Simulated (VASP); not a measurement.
Here is a VASP 6.6.1 calculation.

INCAR

```
PREC = Accurate
ENCUT = 520
EDIFF = 1E-7
ISMEAR = -1
SIGMA = 0.02
LREAL = False
LASPH = True
NELM = 100
ALGO = Normal
ISIF = 2
LWAVE = False
LCHARG = False
GGA = PE
NBANDS = 15
```

KPOINTS

```
regular mesh
0
Gamma
  8 8 8
```

Contents of POSCAR:

```
CaO
1.0
    0.0000000000      2.5793610583      2.6067317416
    2.5793610583      0.0000000000      2.6067317416
    2.5793610583      2.5793610583      0.0000000000
Ca O
1 1
Direct
    0.0000000000      0.0000000000      0.0000000000
    0.2500000000      0.2500000000      0.2500000000
```

Potentials or basis: VASP PAW PBE potentials, release 64 (Ca_sv, O).

Command:

```console
$ cat potpaw_PBE.64/Ca_sv/POTCAR potpaw_PBE.64/O/POTCAR > POTCAR
$ mpirun -np 1 vasp_std > vasp.out
```

Task: Predict the band gap on the k mesh.

Result: 3.39 eV (least direct gap 4.06 eV).

Task: Estimate the pressure.

Result: 3.7 GPa.

Stress tensor (GPa, compression positive):
```
3.72 0.00 0.00
0.00 3.72 0.00
0.00 0.00 3.59
```

Caveat: the cell differs from its parent crystal (biaxial xy strain -1.1%); the cell stands under pressure; the structure was generated, so it needn't be the stable form of CaO. A k mesh can miss the band edges.
